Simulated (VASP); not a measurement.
Write the native input for VASP 6.6.1 that does the following.

```yaml
Task: single point
Functional: LDA
Potentials_or_basis: VASP PAW LDA potentials, release 64 (Te, Pb_d)
Cutoff: 520 eV
k_mesh: 6 × 6 × 6
Occupations: fermi-dirac, width 0.02 eV
Spin: no spin polarisation
Dipole_correction: no
Further_INCAR_settings: ALGO = Normal; EDIFF = 1e-06; NBANDS = 17
```

The structure of TePb lies in POSCAR:

```
TePb
1.0
    0.0000000000      3.1908344111      3.1908344111
    3.1908344111      0.0000000000      3.1908344111
    3.1908344111      3.1908344111      0.0000000000
Te Pb
1 1
Direct
    0.5000000000      0.5000000000      0.5000000000
    0.0000000000      0.0000000000      0.0000000000
```

These files were run (other wordings do the same):

INCAR

```
SYSTEM = TePb
  PREC = Accurate
  ENCUT = 520
  EDIFF = 1E-6
  ISMEAR = -1
  SIGMA = 0.02
  LREAL = .FALSE.
  LASPH = .TRUE.
  NELM = 60
  ALGO = Normal
  ISIF = 2
  LWAVE = .FALSE.
  LCHARG = .FALSE.
  NBANDS = 17
```

KPOINTS

```
regular mesh
0
G
  6 6 6
  0 0 0
```

Potentials or basis: VASP PAW LDA potentials, release 64 (Te, Pb_d).

Launch:

```bash
$ cat potpaw_LDA.64/Te/POTCAR potpaw_LDA.64/Pb_d/POTCAR > POTCAR
$ mpirun -np 1 vasp_std > vasp.out
```

It gave:

| Quantity | Value |
| --- | --- |
| Pressure | 0.1 GPa |
| Band gap on the k mesh | 0.56 eV, direct |

Caveat: spin-orbit coupling is left out, which moves the levels of the heavy elements.

It took 16 s on 1 thread of Intel(R) Xeon(R) Platinum 8259CL CPU @ 2.50GHz (Skylake/Cascade Lake), with other jobs on the host, peak memory 0.17 GiB.
